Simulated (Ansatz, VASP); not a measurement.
# BiSe4 in VASP and in Ansatz

The input INCAR:

```
SYSTEM = BiSe4
PREC = Accurate ; ENCUT = 520
EDIFF = 1E-6 ; ISMEAR = 0
SIGMA = 0.1 ; LREAL = .FALSE.
LASPH = .TRUE. ; NELM = 60
ALGO = Normal ; ISIF = 2
LWAVE = .FALSE. ; LCHARG = .FALSE.
GGA = PE ; NBANDS = 50
```

KPOINTS

```
Automatic mesh
0
G
  4 4 4
  0 0 0
```

Contents of POSCAR:

```
BiSe4
1.0
    0.0000000000      5.2303155800      5.2303155800
    5.2303155800      0.0000000000      5.2303155800
    5.2303155800      5.2303155800      0.0000000000
Bi Se
2 8
Direct
    0.0000000000      0.0000000000      0.0000000000
    0.2500000000      0.2500000000      0.2500000000
    0.8570681600      0.8570681600      0.8570681600
    0.8570681600      0.8570681600      0.4287955200
    0.8570681600      0.4287955200      0.8570681600
    0.4287955200      0.8570681600      0.8570681600
    0.3929318400      0.3929318400      0.8212044800
    0.3929318400      0.3929318400      0.3929318400
    0.3929318400      0.8212044800      0.3929318400
    0.8212044800      0.3929318400      0.3929318400
```

Input for Ansatz:

```yaml
crystal:
  lattice:
    - [0.0, 5.23031558, 5.23031558]
    - [5.23031558, 0.0, 5.23031558]
    - [5.23031558, 5.23031558, 0.0]
  atoms:
    - { symbol: Bi, position: [0.0, 0.0, 0.0] }
    - { symbol: Bi, position: [0.25, 0.25, 0.25] }
    - { symbol: Se, position: [0.85706816, 0.85706816, 0.85706816] }
    - { symbol: Se, position: [0.85706816, 0.85706816, 0.42879552] }
    - { symbol: Se, position: [0.85706816, 0.42879552, 0.85706816] }
    - { symbol: Se, position: [0.42879552, 0.85706816, 0.85706816] }
    - { symbol: Se, position: [0.39293184, 0.39293184, 0.82120448] }
    - { symbol: Se, position: [0.39293184, 0.39293184, 0.39293184] }
    - { symbol: Se, position: [0.39293184, 0.82120448, 0.39293184] }
    - { symbol: Se, position: [0.82120448, 0.39293184, 0.39293184] }
basis:
  ecutwfc: 420
kpoints:
  mp_grid: { grid: [4, 4, 4] }
hamiltonian:
  xc: pbe
scf:
  occupations: { method: gaussian, width: 0.1 }
  lower_state_search: "off"
output:
  forces: true
  stress: true
  eigenvalues: true
```

Alike in both runs: task single point; functional PBE; k mesh 4 × 4 × 4; occupations gaussian, width 0.1 eV; no spin polarisation.

```csv
,VASP,Ansatz
version,VASP 6.6.1,Ansatz 0.2.0
potentials or method,"VASP PAW PBE potentials, release 64 (Bi_d, Se), cutoff 520 eV","scalar-relativistic, plane waves, PAW"
valence electrons in the cell,78,158
```

Ansatz gave:

- gap on the k mesh at the Fermi level (eV): none
- pressure (GPa): 1.7
- rms of the force components (eV/Å): 0.508

What did VASP give for the same quantities?

gap on the k mesh at the Fermi level (eV): none; pressure (GPa): 1.7; rms of the force components (eV/Å): 0.515.

Atom by atom the forces differ by 0.006 eV/Å (rms over components). A gap of «none» marks a metal or a gap that the smearing closes. The functional is the same, so the differences come from potentials, cutoffs and numerics. VASP's potentials hold 78 valence electrons a cell and Ansatz's 158, so a difference there can come from the potentials and not from the codes.

Neither program's run includes spin-orbit coupling.
